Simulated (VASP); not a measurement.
# MgZn7O8 (P1) in VASP: a series of runs

Aim: see how the results for MgZn7O8 move with the level of theory and the settings. Levels: PBEsol, r2SCAN. Tasks: single point.

Everything below comes from runs of VASP 6.6.1. Logs are shortened: lines on timing, memory, paths and dates and some standing lists are left out, and cuts for length are marked.

## Step 1: The cell of the first run

The typed cell holds 64 atoms: a = 8.518 Å, b = 8.518 Å, c = 8.518 Å, α = 90.00°, β = 90.00°, γ = 90.00°.

## Step 2: Single point, PBEsol

INCAR reads:

```
SYSTEM = MgZn7O8
ALGO = Normal
EDIFF = 1E-7
ENCUT = 520
GGA = PS
ISIF = 2
ISMEAR = -1
ISYM = 0
LASPH = .TRUE.
LCHARG = .FALSE.
LREAL = Auto
LWAVE = .FALSE.
NBANDS = 306
NELM = 100
PREC = Accurate
SIGMA = 0.05
```

KPOINTS reads:

```
Automatic mesh
0
Gamma
  1 1 1
  0.25 0.25 0.25
```

POSCAR reads:

```
MgZn7O8
1.0
    8.5180681919      0.0000000000      0.0000000000
    0.0000000000      8.5180681919      0.0000000000
    0.0000000000      0.0000000000      8.5180681919
O Zn Mg
32 28 4
Direct
    0.2494160000      0.9998390000      0.9983550000
    0.2498360000      0.0002270000      0.5022730000
    0.2499050000      0.4999170000      0.0000630000
    0.2479870000      0.4995840000      0.5003350000
    0.7499930000      0.0000850000      0.0001460000
    0.7500180000      0.0015570000      0.5005860000
    0.7499560000      0.4995440000      0.9999730000
    0.7519820000      0.4977960000      0.5005780000
    0.9996350000      0.2502690000      0.0005120000
    0.9978520000      0.2518680000      0.5001670000
    0.9996620000      0.7496100000      0.0005510000
    0.9995450000      0.7482050000      0.4999540000
    0.4998730000      0.2498780000      0.0005080000
    0.5015630000      0.2501910000      0.5002030000
    0.5000710000      0.7498870000      0.0022280000
    0.5001000000      0.7494270000      0.4983580000
    0.0001470000      0.9999080000      0.2503140000
    0.0016720000      0.9998400000      0.7504600000
    0.9999580000      0.5002510000      0.2519020000
    0.0000910000      0.4999560000      0.7486230000
    0.4994460000      0.9979190000      0.2501130000
    0.4978240000      0.9993310000      0.7502210000
    0.5001320000      0.5018080000      0.2503320000
    0.4995810000      0.5001620000      0.7503270000
    0.2501330000      0.2498680000      0.2500130000
    0.2498120000      0.2479930000      0.7503440000
    0.2517600000      0.7501050000      0.2504530000
    0.2499890000      0.7517620000      0.7502860000
    0.7495170000      0.2495570000      0.2519780000
    0.7493410000      0.2493100000      0.7486720000
    0.7479960000      0.7500850000      0.2500840000
    0.7498190000      0.7499320000      0.7503930000
    0.9996540000      0.9999490000      0.0003350000
    0.9998140000      0.9998430000      0.5003820000
    0.9998970000      0.4998180000      0.0002630000
    0.4998800000      0.9998430000      0.0003150000
    0.4997610000      0.9997430000      0.5002490000
    0.4999640000      0.4997900000      0.0002950000
    0.4998780000      0.4998410000      0.5002990000
    0.2497450000      0.2498990000      0.0002570000
    0.2498330000      0.2498760000      0.5001960000
    0.2497720000      0.7498870000      0.0002620000
    0.2499460000      0.7499050000      0.5003450000
    0.7497720000      0.2498090000      0.0004430000
    0.7498650000      0.7497340000      0.0003060000
    0.7498270000      0.7497060000      0.5003980000
    0.2497240000      0.9998910000      0.2502220000
    0.2499240000      0.4998660000      0.2501080000
    0.2499060000      0.4997760000      0.7503090000
    0.7499150000      0.9996680000      0.2502000000
    0.7497220000      0.9996700000      0.7503980000
    0.7500060000      0.4998770000      0.2502230000
    0.7497530000      0.4997140000      0.7502950000
    0.9998190000      0.2499410000      0.2502920000
    0.9996470000      0.2499760000      0.7503840000
    0.9998510000      0.7500340000      0.2501590000
    0.9997810000      0.7498750000      0.7503660000
    0.4997870000      0.2498580000      0.2502310000
    0.4997690000      0.2498070000      0.7504280000
    0.4998720000      0.7497010000      0.7504250000
    0.0002280000      0.5002410000      0.5002790000
    0.7494310000      0.2494230000      0.5003010000
    0.2498110000      0.9998670000      0.7503860000
    0.4998620000      0.7498480000      0.2502290000
```

Potentials or basis: VASP PAW PBE potentials, release 64 (O, Zn, Mg).

The run is started by

```console
> cat potpaw_PBE.64/O/POTCAR potpaw_PBE.64/Zn/POTCAR potpaw_PBE.64/Mg/POTCAR > POTCAR
> mpirun -np 1 vasp_std > vasp.out
```

OUTCAR:

```text
SYSTEM = MgZn7O8
   EDIFF = 1E-7
   ENCUT = 520
   GGA = PS
   ISIF = 2
   ISMEAR = -1
   ISYM = 0
   LASPH = .TRUE.
   LREAL = Auto
   NELM = 100
   PREC = Accurate

 ion  position               nearest neighbor table
   1  0.249  1.000  0.998-  63 2.11  33 2.13  42 2.13  40 2.13  36 2.13  47 2.15
   2  0.250  0.000  0.502-  63 2.11  41 2.13  37 2.13  34 2.13  43 2.13  47 2.15
   3  0.250  0.500  0.000-  49 2.13  42 2.13  35 2.13  40 2.13  48 2.13  38 2.13
   4  0.248  0.500  0.500-  61 2.11  41 2.13  49 2.13  48 2.13  43 2.13  39 2.15
   5  0.750  0.000  0.000-  33 2.13  44 2.13  51 2.13  50 2.13  36 2.13  45 2.13
   6  0.750  0.002  0.501-  62 2.11  34 2.13  51 2.13  37 2.13  50 2.13  46 2.15
[... 76 lines left out ...]
  58  0.500  0.250  0.250-  25 2.13  13 2.13  29 2.13  14 2.13  21 2.15  23 2.15  62 3.01  44 3.01
                            38 3.01  48 3.01  41 3.01  36 3.01  40 3.01  47 3.01  39 3.01  37 3.01
  59  0.500  0.250  0.750-  30 2.13  26 2.13  13 2.13  14 2.13  24 2.13  22 2.13  62 3.01  49 3.01
                            38 3.01  36 3.01  40 3.01  53 3.01  63 3.01  44 3.01  51 3.01  39 3.01
  60  0.500  0.750  0.750-  24 2.13  22 2.13  28 2.13  32 2.13  15 2.14  16 2.15  38 3.01  51 3.01
                            53 3.01  45 3.01  49 3.01  42 3.01  46 3.01  39 3.01  43 3.01  36 3.01
  61  0.000  0.500  0.500-   4 2.11  12 2.11   8 2.11  20 2.12  19 2.12  10 2.12  43 3.01  49 3.01
                            57 3.01  46 3.01  48 3.01  56 3.01  41 3.01  52 3.01  54 3.01  55 3.01
  62  0.749  0.249  0.500-   6 2.11  14 2.11  29 2.12  30 2.12   8 2.12  10 2.12  37 3.01  58 3.01
                            59 3.01  51 3.01  50 3.01  34 3.01  39 3.01  53 3.01  55 3.01  54 3.01
  63  0.250  1.000  0.750-   1 2.11  22 2.11  28 2.11   2 2.11  26 2.11  18 2.11  42 3.01  59 3.01
                            40 3.01  36 3.01  34 3.01  43 3.01  57 3.01  37 3.01  33 3.01  41 3.01
  64  0.500  0.750  0.250-  15 2.11  23 2.11  21 2.11  27 2.11  16 2.11  31 2.11  50 3.01  36 3.01
                            37 3.01  48 3.01  45 3.01  38 3.01  43 3.01  42 3.01  39 3.01  52 3.01

IMPORTANT INFORMATION: All symmetrisations will be switched off!
NOSYMM: (Re-)initialisation of all symmetry stuff for point group C_1.

----------------------------------------------------------------------------------------

                                     Primitive cell

  volume of cell :     618.0496

  direct lattice vectors                    reciprocal lattice vectors
     8.518068192  0.000000000  0.000000000     0.117397511  0.000000000  0.000000000
     0.000000000  8.518068192  0.000000000     0.000000000  0.117397511  0.000000000
     0.000000000  0.000000000  8.518068192     0.000000000  0.000000000  0.117397511

  length of vectors
     8.518068192  8.518068192  8.518068192     0.117397511  0.117397511  0.117397511

  position of ions in fractional coordinates (direct lattice)
     0.249416000  0.999839000  0.998355000
     0.249836000  0.000227000  0.502273000
     0.249905000  0.499917000  0.000063000
     0.247987000  0.499584000  0.500335000
     0.749993000  0.000085000  0.000146000
     0.750018000  0.001557000  0.500586000
[... 56 lines left out ...]
     0.249811000  0.999867000  0.750386000
     0.499862000  0.749848000  0.250229000

  ion indices of the primitive-cell ions
   primitive index   ion index
                 1           1
                 2           2
                 3           3
                 4           4
                 5           5
                 6           6
[... 56 lines left out ...]
                63          63
                64          64

----------------------------------------------------------------------------------------

 KPOINTS: Automatic mesh

Automatic generation of k-mesh.
 Grid dimensions read from file:
 generate k-points for:    1    1    1

 Generating k-lattice:

  Cartesian coordinates                     Fractional coordinates (reciprocal lattice)
     0.117397511  0.000000000  0.000000000     1.000000000  0.000000000  0.000000000
     0.000000000  0.117397511  0.000000000     0.000000000  1.000000000  0.000000000
     0.000000000  0.000000000  0.117397511     0.000000000  0.000000000  1.000000000

  Length of vectors
     0.117397511  0.117397511  0.117397511

  Shift w.r.t. Gamma in fractional coordinates (k-lattice)
     0.250000000  0.250000000  0.250000000

 Subroutine IBZKPT returns following result:
 ===========================================

 Found      4 irreducible k-points:

 Following reciprocal coordinates:
            Coordinates               Weight
  0.250000  0.250000  0.250000      2.000000
 -0.250000  0.250000  0.250000      2.000000
 -0.250000 -0.250000  0.250000      2.000000
  0.250000 -0.250000  0.250000      2.000000
   k-points           NKPTS =      4   k-points in BZ     NKDIM =      4   number of bands    NBANDS=    306
   number of dos      NEDOS =    301   number of ions     NIONS =     64
   total plane-waves  NPLWV = 262144
   dimension x,y,z NGX =    64 NGY =   64 NGZ =   64
   dimension x,y,z NGXF=   128 NGYF=  128 NGZF=  128
   ions per type =              32  28   4
   NGX,Y,Z   is equivalent  to a cutoff of  12.49, 12.49, 12.49 a.u.
   NGXF,Y,Z  is equivalent  to a cutoff of  24.98, 24.98, 24.98 a.u.
 SYSTEM =  MgZn7O8
   PREC   = accura    normal or accurate (medium, high low for compatibility)
   ISTART =      0    job   : 0-new  1-cont  2-samecut
   ICHARG =      2    charge: 1-file 2-atom 10-const
   ISPIN  =      1    spin polarized calculation?
   LNONCOLLINEAR =      F non collinear calculations
   LSORBIT =      F    spin-orbit coupling
   LASPH  =      T    aspherical Exc in radial PAW
   ENCUT  =  520.0 eV  38.22 Ry    6.18 a.u.  15.84 15.84 15.84*2*pi/ulx,y,z
   NELM   =    100;   NELMIN=  2; NELMDL= -5     # of ELM steps
   EDIFF  = 0.1E-06   stopping-criterion for ELM
   LREAL  =      T    real-space projection
   EDIFFG = 0.1E-05   stopping-criterion for IOM
   NSW    =      0    number of steps for IOM
   IBRION =     -1    ionic relax: 0-MD 1-quasi-New 2-CG
   NFREE  =      0    steps in history (QN), initial steepest desc. (CG)
   ISIF   =      2    stress and relaxation
   ISYM   =      0    0-nonsym 1-usesym 2-fastsym
   POTIM  = 0.5000    time-step for ionic-motion
   TEBEG  =    0.0;   TEEND  =   0.0 temperature during run
   PSTRESS=    0.0 pullay stress
   NELECT =     536.0000    total number of electrons
   NUPDOWN=      -1.0000    fix difference up-down
   EMIN   =  10.00;   EMAX   =-10.00  energy-range for DOS
   EFERMI =   0.00;   METHOD = LEGACY
   ISMEAR =    -1;   SIGMA  =   0.05  broadening in eV -4-tet -1-fermi 0-gaus
   EFERMI_NEDOS =   21; number of points for ismear=-14 and -15
   IALGO  =     38    algorithm
   IMIX   =      4    mixing-type and parameters
     AMIX     =   0.40;   BMIX     =  1.00
     AMIX_MAG =   1.60;   BMIX_MAG =  1.00
  volume/ion in A,a.u.               =       9.66        65.17
  Fermi-wavevector in a.u.,A,eV,Ry     =   1.561188  2.950218 33.161605  2.437309
  Thomas-Fermi vector in A             =   2.664290
   LORBIT       =      0    0 simple, 1 ext, 2 COOP (PROOUT), +10 PAW based schemes
   GGA     = PS    functional components
   LHFCALC =     F    Hartree Fock is set to
   AEXX    =    0.0000 exact exchange contribution
   IVDW    =     0    specifies the selected vdW correction
   LEPSILON=     F    determine dielectric tensor
   LRPA    =     F    only Hartree local field effects (RPA)
 non-spin polarized calculation
  energy-cutoff  :      520.00
  volume of cell :      618.05
 maximum number of plane-waves:     16668
   NGX = 31   NGY = 31   NGZ = 31

 number of electron     536.0000935 magnetization

 Free energy of the ion-electron system (eV)
  ---------------------------------------------------
  ext. energy  EPLUGINS =         0.00000000
  ---------------------------------------------------
  free energy    TOTEN  =      -315.81630769 eV

  energy without entropy =     -315.81630769  energy(sigma->0) =     -315.81630769

 E-fermi :   3.9290     XC(G=0): -12.4425

 val. band max:        2.7314715062   @ k =   0.2500  -0.2500   0.2500
 cond. band min:       5.2267331806   @ k =  -0.2500  -0.2500   0.2500
 fundamental gap:      2.4952616744
 Fermi energy:         3.9289990432

 k-point     1 :       0.2500    0.2500    0.2500
  band No.  band energies     occupation
      1     -15.5676      2.00000
      2     -15.1841      2.00000
      3     -15.1546      2.00000
      4     -15.1265      2.00000
      5     -14.8428      2.00000
      6     -14.8160      2.00000
[... 272 lines left out ...]
    279       8.2186      0.00000
    280       8.4164      0.00000

 k-point     2 :      -0.2500    0.2500    0.2500
  band No.  band energies     occupation
      1     -15.5679      2.00000
      2     -15.1729      2.00000
      3     -15.1533      2.00000
      4     -15.1411      2.00000
      5     -14.8290      2.00000
      6     -14.8203      2.00000
[... 272 lines left out ...]
    279       8.1302      0.00000
    280       8.4906      0.00000

 k-point     3 :      -0.2500   -0.2500    0.2500
  band No.  band energies     occupation
      1     -15.5677      2.00000
      2     -15.1840      2.00000
      3     -15.1546      2.00000
      4     -15.1266      2.00000
      5     -14.8428      2.00000
      6     -14.8160      2.00000
[... 272 lines left out ...]
    279       8.2191      0.00000
    280       8.4150      0.00000

 k-point     4 :       0.2500   -0.2500    0.2500
  band No.  band energies     occupation
      1     -15.5675      2.00000
      2     -15.1795      2.00000
      3     -15.1729      2.00000
      4     -15.1107      2.00000
      5     -14.8401      2.00000
      6     -14.8289      2.00000
[... 272 lines left out ...]
    279       8.1523      0.00000
    280       8.4366      0.00000
 [bands above 280 left out]

------------------------ aborting loop because EDIFF is reached ----------------------------------------

  FORCE on cell =-STRESS in cart. coord.  units (eV):
  Direction    XX          YY          ZZ          XY          YZ          ZX
  --------------------------------------------------------------------------------------
  -------------------------------------------------------------------------------------
  Total        3.9835339      3.9779804      3.9099827      0.1490079      0.0147592      0.0077760
  in kB       10.3265620     10.3121658     10.1358944      0.3862750      0.0382604      0.0201579
  external PRESSURE =      10.2582074 kB  Pullay stress =       0.0000000 kB

 VOLUME and BASIS-vectors are now :
 -----------------------------------------------------------------------------
  energy-cutoff  :      520.00
  volume of cell :      618.05
      direct lattice vectors                 reciprocal lattice vectors
     8.518068192  0.000000000  0.000000000     0.117397511  0.000000000  0.000000000
     0.000000000  8.518068192  0.000000000     0.000000000  0.117397511  0.000000000
     0.000000000  0.000000000  8.518068192     0.000000000  0.000000000  0.117397511

 POSITION                                       TOTAL-FORCE (eV/Angst)
 -----------------------------------------------------------------------------------
      2.12454      8.51670      8.50406         0.011579      0.007042     -0.036043
      2.12812      0.00193      4.27840        -0.014653     -0.004511      0.036298
      2.12871      4.25833      0.00054        -0.010298     -0.004077      0.003760
      2.11237      4.25549      4.26189        -0.039212      0.006327      0.003443
      6.38849      0.00072      0.00124         0.001229      0.001888      0.000460
      6.38870      0.01326      4.26403        -0.007677      0.039419     -0.010182
[... 56 lines left out ...]
      2.12791      8.51694      6.39184        -0.003650      0.000722      0.000700
      4.25786      6.38726      2.13147        -0.000156      0.000283     -0.000456
 -----------------------------------------------------------------------------------
    total drift:                                0.018759      0.012396     -0.020022

  FREE ENERGIE OF THE ION-ELECTRON SYSTEM (eV)
  ---------------------------------------------------
  free  energy   TOTEN  =      -315.8163076895 eV

  energy  without entropy=     -315.8163076894  energy(sigma->0) =     -315.81630769
```

It took 37 min on 1 thread of Intel Xeon Platinum 8488C (Sapphire Rapids), shared host; peak memory 0.87 GiB.

Results:

* Free energy: -315.8163 eV
* Pressure: 1.0 GPa
* Largest force: 0.092 eV/Å
* Band gap on the k mesh: 2.50 eV, direct

Forces on the atoms (eV/Å):
```
O    0.012  0.007 -0.036
O   -0.015 -0.005  0.036
O   -0.010 -0.004  0.004
O   -0.039  0.006  0.003
O    0.001  0.002  0.000
O   -0.008  0.039 -0.010
O    0.004 -0.005  0.004
O    0.063 -0.065 -0.005
O   -0.005 -0.002 -0.002
O   -0.069  0.062  0.000
O    0.001 -0.001 -0.001
O    0.009 -0.043  0.008
O    0.004  0.000 -0.004
O    0.042 -0.010 -0.007
O   -0.006 -0.009  0.040
O    0.004  0.009 -0.038
O   -0.001 -0.009  0.002
O    0.039 -0.004 -0.009
O    0.000 -0.008  0.041
O    0.002  0.005 -0.041
O    0.008 -0.037  0.009
O   -0.038  0.011  0.012
O   -0.017  0.037 -0.009
O   -0.001 -0.004  0.001
O   -0.001 -0.009  0.010
O    0.012 -0.041  0.004
O    0.040 -0.007 -0.012
O   -0.006  0.035 -0.003
O    0.001  0.001  0.042
O    0.013  0.014 -0.041
O   -0.042 -0.001  0.011
O   -0.009  0.005  0.001
Zn   0.007 -0.001 -0.004
Zn   0.003  0.007  0.000
Zn   0.000  0.007 -0.001
Zn  -0.007  0.000 -0.003
Zn   0.002  0.001  0.000
Zn  -0.004  0.004  0.001
Zn   0.002 -0.002 -0.002
Zn   0.002 -0.003 -0.001
Zn  -0.004  0.000  0.002
Zn   0.003  0.000  0.002
Zn  -0.002  0.001 -0.002
Zn   0.000  0.000 -0.006
Zn   0.001  0.002 -0.005
Zn   0.000  0.001 -0.005
Zn   0.005  0.003 -0.004
Zn   0.004  0.004  0.000
Zn  -0.001  0.003  0.003
Zn  -0.005  0.007  0.002
Zn   0.002  0.001  0.003
Zn  -0.001 -0.005  0.005
Zn   0.007 -0.002 -0.002
Zn  -0.001  0.003  0.005
Zn   0.000 -0.005 -0.006
Zn   0.004 -0.002 -0.001
Zn   0.004  0.002  0.004
Zn   0.000  0.000 -0.002
Zn  -0.006 -0.002  0.001
Zn  -0.001  0.005  0.000
Mg   0.007  0.007  0.000
Mg  -0.005 -0.006  0.000
Mg  -0.004  0.001  0.001
Mg   0.000  0.000  0.000
```

Levels at points of the mesh, in eV from the valence-band top:
| k point | band 264 | band 265 | band 266 | band 267 | band 268 | band 269 | band 270 | band 271 | band 272 | band 273 |
| --- | --- | --- | --- | --- | --- | --- | --- | --- | --- | --- |
| (0.25, 0.25, 0.25) | -0.14 | -0.11 | -0.10 | -0.05 | -0.02 | 2.50 | 4.27 | 4.34 | 4.41 | 5.16 |

Caveat: the k points lie up to 0.74 Å⁻¹ apart; the PAW data sets were made with another functional, which shifts forces and pressure a little.

[end of part 1 of 2]
